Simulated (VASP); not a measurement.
Input of a VASP 6.6.1 run:

File POSCAR:

```
C
1.0
    2.5373319238      0.0000000000      0.0000000000
   -1.2686659619      2.1973939038      0.0000000000
    0.0000000000      0.0000000000     12.5137895673
C
12
Direct
    0.0000000000      0.0000000000      0.1868010341
    0.0000000000      0.0000000000      0.6868010341
    0.0000000000      0.0000000000      0.3131989659
    0.0000000000      0.0000000000      0.8131989659
    0.3333333333      0.6666666667      0.5207568266
    0.6666666667      0.3333333333      0.0207568266
    0.3333333333      0.6666666667      0.9792431734
    0.6666666667      0.3333333333      0.4792431734
    0.3333333333      0.6666666667      0.6450589408
    0.6666666667      0.3333333333      0.1450589408
    0.3333333333      0.6666666667      0.8549410592
    0.6666666667      0.3333333333      0.3549410592
```

The input INCAR.step1:

```
ALGO = Normal ; EDIFF = 1E-4
ENCUT = 520 ; GGA = PE
ISMEAR = 0 ; LASPH = T
LCHARG = F ; LREAL = F
LWAVE = T ; NBANDS = 36
NELM = 80 ; PREC = Accurate
SIGMA = 0.02
```

The input INCAR.step2:

```
ALGO = Normal ; EDIFF = 1E-7
ENCUT = 520 ; ISIF = 2
ISMEAR = 0 ; ISTART = 1
LASPH = T ; LCHARG = T
LELF = T ; LMIXTAU = T
LREAL = F ; LVHAR = T
LWAVE = F ; METAGGA = R2SCAN
NBANDS = 36 ; NELM = 80
PREC = Accurate ; SIGMA = 0.02
```

The input KPOINTS:

```
k-points
0
Gamma
  12 12 2
```

Potentials or basis: VASP PAW PBE potentials, release 64 (C).

Launch:

```console
$ cat potpaw_PBE.64/C/POTCAR > POTCAR
$ cp INCAR.step1 INCAR
$ mpirun -np 1 vasp_std > vasp.out
$ cp INCAR.step2 INCAR
$ mpirun -np 1 vasp_std > vasp.out
```

Problem. Predict the largest force.

Solution. 0.004 eV/Å.

Problem. What does it give for the band gap on the k mesh?

Solution. 4.58 eV (least direct gap 5.57 eV).

Forces on the atoms (eV/Å):
```
C    0.000  0.000  0.004
C    0.000  0.000  0.004
C    0.000  0.000 -0.004
C    0.000  0.000 -0.004
C    0.000  0.000  0.000
C    0.000  0.000  0.000
C    0.000  0.000  0.000
C    0.000  0.000  0.000
C    0.000  0.000  0.000
C    0.000  0.000  0.000
C    0.000  0.000  0.000
C    0.000  0.000  0.000
```

Caveat: the cell stands under tension; the PAW data sets were made with another functional, which shifts forces and pressure a little. A k mesh can miss the band edges.
